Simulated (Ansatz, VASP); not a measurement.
**Be2CdO3: VASP beside Ansatz**

```xyz
6
Lattice="2.9784 0.0000 0.0000 -1.4892 2.5793 0.0000 0.0000 0.0000 7.6028" Properties=species:S:1:pos:R:3 pbc="T T T"
Be    0.0000    1.7196    1.2522
Be    1.4892    0.8598    6.3506
Cd    0.0000    0.0000    3.8014
O     0.0000    1.7196    5.0558
O     1.4892    0.8598    2.5469
O     0.0000    0.0000    0.0000
```

Change from the starting cell: species swapped into the NaFe2O3 type (P-3m1, No. 164).

Alike in both runs: task relaxation of cell and atoms; functional PBE; k mesh 5 × 5 × 2; occupations gaussian, width 0.15 eV; no spin polarisation.

|  | VASP | Ansatz |
| --- | --- | --- |
| version | VASP 6.6.1 | Ansatz 0.2.0 |
| potentials or method | VASP PAW PBE potentials, release 64 (Be, Cd, O), cutoff 600 eV | scalar-relativistic, plane waves, PAW |
| valence electrons in the cell | 34 | 42 |

```csv
,VASP,Ansatz,Ansatz less VASP
"gap on the k mesh at the Fermi level, each at its own relaxed structure (eV)",1.51,1.61,+0.095
relaxed volume (Å³/atom),8.44,8.38,-0.053
relaxed length of the cell vector where the two differ most in proportion (Å),7.396,7.376,-0.0193
```

VASP's potentials hold 34 valence electrons a cell and Ansatz's 42, so a difference there can come from the potentials and not from the codes.

The k mesh is coarse, so the values compare programs but aren't converged.
